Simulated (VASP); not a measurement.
# InPd in VASP: a series of runs

InPd is run at these levels: PBE; tasks: single point.

All numbers are computed with VASP 6.6.1; they aren't measurements. Logs are shortened: lines on timing, memory, paths and dates and some standing lists are left out, and cuts for length are marked.

## 1. The cell of the first run

It takes space group Pm-3m (No. 221, cubic). Conventional cell: a = 3.315 Å, b = 3.315 Å, c = 3.315 Å, α = 90.00°, β = 90.00°, γ = 90.00°. In (site symmetry m-3m) has 8 Pd at 2.87 Å and 6 In at 3.31 Å within 3.8 Å. Pd (site symmetry m-3m) has 8 In at 2.87 Å and 6 Pd at 3.31 Å within 3.8 Å.

## 2. Single point, PBE (volume scaled by 1.04)

File INCAR:

```
PREC = Accurate ; ENCUT = 520
EDIFF = 1E-7 ; ISMEAR = -1
SIGMA = 0.05 ; LREAL = F
LASPH = T ; NELM = 80
ALGO = Fast ; ISIF = 2
LWAVE = F ; LCHARG = F
GGA = PE ; NBANDS = 18
```

File KPOINTS:

```
Automatic mesh
0
Gamma
  8 8 8
```

File POSCAR:

```
InPd
1.0
    3.3149408331      0.0000000000      0.0000000000
    0.0000000000      3.3149408331      0.0000000000
    0.0000000000      0.0000000000      3.3149408331
In Pd
1 1
Direct
    0.0000000000      0.0000000000      0.0000000000
    0.5000000000      0.5000000000      0.5000000000
```

Potentials or basis: VASP PAW PBE potentials, release 64 (In_d, Pd).

Started as:

```sh
$ cat potpaw_PBE.64/In_d/POTCAR potpaw_PBE.64/Pd/POTCAR > POTCAR
$ mpirun -np 1 vasp_std > vasp.out
```

OUTCAR:

```text
PREC = Accurate
   ENCUT = 520
   EDIFF = 1E-7
   ISMEAR = -1
   LREAL = F
   LASPH = T
   NELM = 80
   ISIF = 2
   GGA = PE

 ion  position               nearest neighbor table
   1  0.000  0.000  0.000-   2 2.87   2 2.87   2 2.87   2 2.87   2 2.87   2 2.87   2 2.87   2 2.87

   2  0.500  0.500  0.500-   1 2.87   1 2.87   1 2.87   1 2.87   1 2.87   1 2.87   1 2.87   1 2.87

  LATTYP: Found a simple cubic cell.
 ALAT       =     3.3149408331

  Lattice vectors:

 A1 = (   3.3149408331,   0.0000000000,   0.0000000000)
 A2 = (   0.0000000000,   3.3149408331,   0.0000000000)
 A3 = (   0.0000000000,   0.0000000000,   3.3149408331)

Analysis of symmetry for initial positions (statically):
=====================================================================
 Subroutine PRICEL returns:
 Original cell was already a primitive cell.

 Routine SETGRP: Setting up the symmetry group for a
 simple cubic supercell.

 Subroutine GETGRP returns: Found 48 space group operations
 (whereof 48 operations were pure point group operations)
 out of a pool of 48 trial point group operations.

The static configuration has the point symmetry O_h .

Analysis of symmetry for dynamics (positions and initial velocities):
=====================================================================
 Subroutine PRICEL returns:
 Original cell was already a primitive cell.

 Routine SETGRP: Setting up the symmetry group for a
 simple cubic supercell.

 Subroutine GETGRP returns: Found 48 space group operations
 (whereof 48 operations were pure point group operations)
 out of a pool of 48 trial point group operations.

The dynamic configuration has the point symmetry O_h .

 Subroutine INISYM returns: Found 48 space group operations
 (whereof 48 operations are pure point group operations),
 and found     1 'primitive' translations

----------------------------------------------------------------------------------------

                                     Primitive cell

  volume of cell :      36.4273

  direct lattice vectors                    reciprocal lattice vectors
     3.314940833  0.000000000  0.000000000     0.301664509  0.000000000  0.000000000
     0.000000000  3.314940833  0.000000000     0.000000000  0.301664509  0.000000000
     0.000000000  0.000000000  3.314940833     0.000000000  0.000000000  0.301664509

  length of vectors
     3.314940833  3.314940833  3.314940833     0.301664509  0.301664509  0.301664509

  position of ions in fractional coordinates (direct lattice)
     0.000000000  0.000000000  0.000000000
     0.500000000  0.500000000  0.500000000

  ion indices of the primitive-cell ions
   primitive index   ion index
                 1           1
                 2           2

----------------------------------------------------------------------------------------

 KPOINTS: Automatic mesh

Automatic generation of k-mesh.
 Grid dimensions read from file:
 generate k-points for:    8    8    8

 Generating k-lattice:

  Cartesian coordinates                     Fractional coordinates (reciprocal lattice)
     0.037708064  0.000000000  0.000000000     0.125000000  0.000000000  0.000000000
     0.000000000  0.037708064  0.000000000     0.000000000  0.125000000  0.000000000
     0.000000000  0.000000000  0.037708064     0.000000000  0.000000000  0.125000000

  Length of vectors
     0.037708064  0.037708064  0.037708064

  Shift w.r.t. Gamma in fractional coordinates (k-lattice)
     0.000000000  0.000000000  0.000000000

 Subroutine IBZKPT returns following result:
 ===========================================

 Found     35 irreducible k-points:

 Following reciprocal coordinates:
            Coordinates               Weight
  0.000000  0.000000  0.000000      1.000000
  0.125000  0.000000  0.000000      6.000000
  0.250000  0.000000  0.000000      6.000000
  0.375000  0.000000  0.000000      6.000000
  0.500000  0.000000  0.000000      3.000000
  0.125000  0.125000  0.000000     12.000000
[... 16 lines left out ...]
  0.375000  0.375000  0.125000     24.000000
  0.500000  0.375000  0.125000     24.000000
 [... further k-points ...]
   k-points           NKPTS =     35   k-points in BZ     NKDIM =     35   number of bands    NBANDS=     18
   number of dos      NEDOS =    301   number of ions     NIONS =      2
   total plane-waves  NPLWV =  21952
   dimension x,y,z NGX =    28 NGY =   28 NGZ =   28
   dimension x,y,z NGXF=    56 NGYF=   56 NGZF=   56
   ions per type =               1   1
   NGX,Y,Z   is equivalent  to a cutoff of  14.04, 14.04, 14.04 a.u.
   NGXF,Y,Z  is equivalent  to a cutoff of  28.08, 28.08, 28.08 a.u.
 SYSTEM =  unknown system
   PREC   = accura    normal or accurate (medium, high low for compatibility)
   ISTART =      0    job   : 0-new  1-cont  2-samecut
   ICHARG =      2    charge: 1-file 2-atom 10-const
   ISPIN  =      1    spin polarized calculation?
   LNONCOLLINEAR =      F non collinear calculations
   LSORBIT =      F    spin-orbit coupling
   LASPH  =      T    aspherical Exc in radial PAW
   ENCUT  =  520.0 eV  38.22 Ry    6.18 a.u.   6.16  6.16  6.16*2*pi/ulx,y,z
   NELM   =     80;   NELMIN=  2; NELMDL= -5     # of ELM steps
   EDIFF  = 0.1E-06   stopping-criterion for ELM
   LREAL  =      F    real-space projection
   EDIFFG = 0.1E-05   stopping-criterion for IOM
   NSW    =      0    number of steps for IOM
   IBRION =     -1    ionic relax: 0-MD 1-quasi-New 2-CG
   NFREE  =      0    steps in history (QN), initial steepest desc. (CG)
   ISIF   =      2    stress and relaxation
   ISYM   =      2    0-nonsym 1-usesym 2-fastsym
   POTIM  = 0.5000    time-step for ionic-motion
   TEBEG  =    0.0;   TEEND  =   0.0 temperature during run
   PSTRESS=    0.0 pullay stress
   NELECT =      23.0000    total number of electrons
   NUPDOWN=      -1.0000    fix difference up-down
   EMIN   =  10.00;   EMAX   =-10.00  energy-range for DOS
   EFERMI =   0.00;   METHOD = LEGACY
   ISMEAR =    -1;   SIGMA  =   0.05  broadening in eV -4-tet -1-fermi 0-gaus
   EFERMI_NEDOS =   21; number of points for ismear=-14 and -15
   IALGO  =     68    algorithm
   IMIX   =      4    mixing-type and parameters
     AMIX     =   0.40;   BMIX     =  1.00
     AMIX_MAG =   1.60;   BMIX_MAG =  1.00
  volume/ion in A,a.u.               =      18.21       122.91
  Fermi-wavevector in a.u.,A,eV,Ry     =   1.404457  2.654038 26.837470  1.972498
  Thomas-Fermi vector in A             =   2.527016
   LORBIT       =      0    0 simple, 1 ext, 2 COOP (PROOUT), +10 PAW based schemes
   GGA     = PE    functional components
   LHFCALC =     F    Hartree Fock is set to
   AEXX    =    0.0000 exact exchange contribution
   IVDW    =     0    specifies the selected vdW correction
   LEPSILON=     F    determine dielectric tensor
   LRPA    =     F    only Hartree local field effects (RPA)
 non-spin polarized calculation
 RMM-DIIS sequential band-by-band and
  energy-cutoff  :      520.00
  volume of cell :       36.43
 maximum number of plane-waves:       992
 NGX is ok and might be reduce to    28
   NGX = 13   NGY = 13   NGZ = 13

 number of electron      23.0000001 magnetization

 Free energy of the ion-electron system (eV)
  ---------------------------------------------------
  ext. energy  EPLUGINS =         0.00000000
  ---------------------------------------------------
  free energy    TOTEN  =        -8.74943353 eV

  energy without entropy =       -8.73930240  energy(sigma->0) =       -8.74436796

 E-fermi :   9.8134     XC(G=0): -12.0105

 val. band max:        9.7614038486   @ k =   0.3750   0.2500   0.1250
 cond. band min:       9.8137519649   @ k =   0.3750   0.3750   0.1250
 fundamental gap:      0.0523481163
 Fermi energy:         9.8133538525

 k-point     1 :       0.0000    0.0000    0.0000
  band No.  band energies     occupation
      1      -4.9828      2.00000
      2      -4.9828      2.00000
      3      -4.6192      2.00000
      4      -4.6192      2.00000
      5      -4.6192      2.00000
      6       0.1506      2.00000
[... 10 lines left out ...]
     17      20.2107      0.00000
     18      25.8156      0.00000

 k-point     2 :       0.1250    0.0000    0.0000
  band No.  band energies     occupation
      1      -4.9757      2.00000
      2      -4.9365      2.00000
      3      -4.6335      2.00000
      4      -4.6335      2.00000
      5      -4.6153      2.00000
      6       0.3904      2.00000
[... 10 lines left out ...]
     17      21.6396      0.00000
     18      25.2482      0.00000

 k-point     3 :       0.2500    0.0000    0.0000
  band No.  band energies     occupation
      1      -4.9586      2.00000
      2      -4.8252      2.00000
      3      -4.6676      2.00000
      4      -4.6676      2.00000
      5      -4.6057      2.00000
      6       1.1039      2.00000
[... 10 lines left out ...]
     17      24.3405      0.00000
     18      24.5534      0.00000

 k-point     4 :       0.3750    0.0000    0.0000
  band No.  band energies     occupation
      1      -4.9413      2.00000
      2      -4.7145      2.00000
      3      -4.7013      2.00000
      4      -4.7013      2.00000
      5      -4.5960      2.00000
      6       2.2566      2.00000
[... 10 lines left out ...]
     17      22.2136      0.00000
     18      22.2220      0.00000

 k-point     5 :       0.5000    0.0000    0.0000
  band No.  band energies     occupation
      1      -4.9342      2.00000
      2      -4.7153      2.00000
      3      -4.7153      2.00000
      4      -4.6689      2.00000
      5      -4.5920      2.00000
      6       3.4785      2.00000
[... 10 lines left out ...]
     17      20.3707      0.00000
     18      20.4867      0.00000

 k-point     6 :       0.1250    0.1250    0.0000
  band No.  band energies     occupation
      1      -4.9503      2.00000
      2      -4.9088      2.00000
      3      -4.6508      2.00000
      4      -4.6369      2.00000
      5      -4.6244      2.00000
      6       0.6273      2.00000
[... 10 lines left out ...]
     17      21.6586      0.00000
     18      24.0732      0.00000

 k-point     7 :       0.2500    0.1250    0.0000
  band No.  band energies     occupation
      1      -4.9279      2.00000
      2      -4.8035      2.00000
      3      -4.6919      2.00000
      4      -4.6693      2.00000
      5      -4.6222      2.00000
      6       1.3283      2.00000
[... 10 lines left out ...]
     17      22.1514      0.00000
     18      24.3389      0.00000

 k-point     8 :       0.3750    0.1250    0.0000
  band No.  band energies     occupation
      1      -4.9113      2.00000
      2      -4.7323      2.00000
      3      -4.7045      2.00000
      4      -4.6928      2.00000
      5      -4.6168      2.00000
      6       2.4443      2.00000
[... 10 lines left out ...]
     17      22.0718      0.00000
     18      22.3612      0.00000
[... 229 lines left out ...]
     17      22.7143      0.00000
     18      22.8025      0.00000

 k-point    20 :       0.2500    0.2500    0.1250
  band No.  band energies     occupation
      1      -4.8330      2.00000
      2      -4.7472      2.00000
      3      -4.7207      2.00000
      4      -4.6955      2.00000
      5      -4.6821      2.00000
      6       2.1683      2.00000
[... 10 lines left out ...]
     17      22.1465      0.00000
     18      22.4001      0.00000

 k-point    21 :       0.3750    0.2500    0.1250
  band No.  band energies     occupation
      1      -4.8127      2.00000
      2      -4.8019      2.00000
      3      -4.7336      2.00000
      4      -4.6879      2.00000
      5      -4.6146      2.00000
      6       3.0940      2.00000
[... 10 lines left out ...]
     17      22.0610      0.00000
     18      23.1855      0.00000

 k-point    22 :       0.5000    0.2500    0.1250
  band No.  band energies     occupation
      1      -4.8269      2.00000
      2      -4.8045      2.00000
      3      -4.7506      2.00000
      4      -4.6880      2.00000
      5      -4.5686      2.00000
      6       3.7698      2.00000
[... 10 lines left out ...]
     17      21.9818      0.00000
     18      23.9277      0.00000

 k-point    23 :       0.3750    0.3750    0.1250
  band No.  band energies     occupation
      1      -4.8686      2.00000
      2      -4.7762      2.00000
      3      -4.7413      2.00000
      4      -4.7331      2.00000
      5      -4.5226      2.00000
      6       3.6853      2.00000
[... 10 lines left out ...]
     17      20.6611      0.00000
     18      22.7646      0.00000

 k-point    24 :       0.5000    0.3750    0.1250
  band No.  band energies     occupation
      1      -4.8950      2.00000
      2      -4.7673      2.00000
      3      -4.7571      2.00000
      4      -4.7388      2.00000
      5      -4.4792      2.00000
      6       3.9876      2.00000
[... 10 lines left out ...]
     17      20.7921      0.00000
     18      22.6897      0.00000

 [... further k-points ...]
[... 5 lines left out ...]
  --------------------------------------------------------------------------------------
  -------------------------------------------------------------------------------------
  Total       -0.2453504     -0.2453504     -0.2453504      0.0000000     -0.0000000      0.0000000
  in kB      -10.7912078    -10.7912078    -10.7912078      0.0000000     -0.0000000      0.0000000
  external PRESSURE =     -10.7912078 kB  Pullay stress =       0.0000000 kB

 VOLUME and BASIS-vectors are now :
 -----------------------------------------------------------------------------
  energy-cutoff  :      520.00
  volume of cell :       36.43
      direct lattice vectors                 reciprocal lattice vectors
     3.314940833  0.000000000  0.000000000     0.301664509  0.000000000  0.000000000
     0.000000000  3.314940833  0.000000000     0.000000000  0.301664509  0.000000000
     0.000000000  0.000000000  3.314940833     0.000000000  0.000000000  0.301664509

 POSITION                                       TOTAL-FORCE (eV/Angst)
 -----------------------------------------------------------------------------------
      0.00000      0.00000      0.00000         0.000000      0.000000      0.000000
      1.65747      1.65747      1.65747         0.000000      0.000000      0.000000
 -----------------------------------------------------------------------------------
    total drift:                               -0.000000      0.000000      0.000000

  FREE ENERGIE OF THE ION-ELECTRON SYSTEM (eV)
  ---------------------------------------------------
  free  energy   TOTEN  =        -8.7494335310 eV

  energy  without entropy=       -8.7393023971  energy(sigma->0) =       -8.74436796
```

Run time: 38 s. Hardware: 1 thread of Intel Xeon Platinum 8375C at 2.90GHz (Ice Lake), shared host; peak memory 0.16 GiB.

What came out:

```
Free energy : -8.7494 eV
Pressure    : -1.1 GPa
```

Levels at points of the mesh, in eV from the Fermi level:
| k point | band 7 | band 8 | band 9 | band 10 | band 11 | band 12 | band 13 | band 14 | band 15 | band 16 |
| --- | --- | --- | --- | --- | --- | --- | --- | --- | --- | --- |
| (0.00, 0.00, 0.00) | -3.54 | -3.54 | -2.10 | -2.10 | -2.10 | 4.24 | 4.24 | 4.24 | 9.01 | 10.40 |
| (0.50, 0.00, 0.00) | -5.66 | -3.51 | -3.01 | -3.01 | -2.16 | -1.00 | 9.30 | 9.30 | 9.83 | 10.56 |
| (0.50, 0.50, 0.00) | -3.25 | -2.49 | -2.49 | -2.09 | -2.09 | -1.55 | 1.35 | 2.43 | 9.28 | 11.31 |
| (0.50, 0.50, 0.50) | -4.54 | -4.54 | -1.51 | -1.51 | -0.16 | 3.83 | 3.83 | 3.83 | 4.32 | 4.32 |

Caveat: spin-orbit coupling is left out, which moves the levels of the heavy elements.

## 3. Single point, PBE (volume scaled by 1.06)

File INCAR:

```
SYSTEM = InPd
PREC = Accurate
ENCUT = 520
EDIFF = 1E-6
ISMEAR = -1
SIGMA = 0.05
LREAL = .FALSE.
LASPH = .TRUE.
NELM = 100
ALGO = Normal
ISIF = 2
LWAVE = .FALSE.
LCHARG = .TRUE.
GGA = PE
LELF = .TRUE.
LVHAR = .TRUE.
NBANDS = 18
```

File KPOINTS:

```
Automatic mesh
0
G
  8 8 8
  0 0 0
```

File POSCAR:

```
InPd
1.0
    3.3360556752      0.0000000000      0.0000000000
    0.0000000000      3.3360556752      0.0000000000
    0.0000000000      0.0000000000      3.3360556752
In Pd
1 1
Direct
    0.0000000000      0.0000000000      0.0000000000
    0.5000000000      0.5000000000      0.5000000000
```

Potentials or basis: VASP PAW PBE potentials, release 64 (In_d, Pd).

Started as:

```sh
$ cat potpaw_PBE.64/In_d/POTCAR potpaw_PBE.64/Pd/POTCAR > POTCAR
$ mpirun -np 1 vasp_std > vasp.out
```

Wall time 25 s (1 thread of Intel Xeon Platinum 8375C at 2.90GHz (Ice Lake), shared host); peak memory 0.17 GiB.

The run converged. Its results:

* Free energy: -8.7407 eV
* Pressure: -3.1 GPa

Levels at points of the mesh, in eV from the Fermi level:
| k point | band 7 | band 8 | band 9 | band 10 | band 11 | band 12 | band 13 | band 14 | band 15 | band 16 |
| --- | --- | --- | --- | --- | --- | --- | --- | --- | --- | --- |
| (0.00, 0.00, 0.00) | -3.45 | -3.45 | -2.05 | -2.05 | -2.05 | 4.20 | 4.20 | 4.20 | 8.78 | 10.27 |
| (0.50, 0.00, 0.00) | -5.53 | -3.41 | -2.94 | -2.94 | -2.11 | -0.98 | 9.14 | 9.14 | 9.77 | 10.44 |
| (0.50, 0.50, 0.00) | -3.17 | -2.44 | -2.44 | -2.02 | -2.02 | -1.52 | 1.26 | 2.38 | 9.14 | 11.25 |
| (0.50, 0.50, 0.50) | -4.42 | -4.42 | -1.49 | -1.49 | -0.24 | 3.80 | 3.80 | 3.80 | 4.25 | 4.25 |

Caveat: spin-orbit coupling is left out, which moves the levels of the heavy elements.

[end of part 1 of 2]
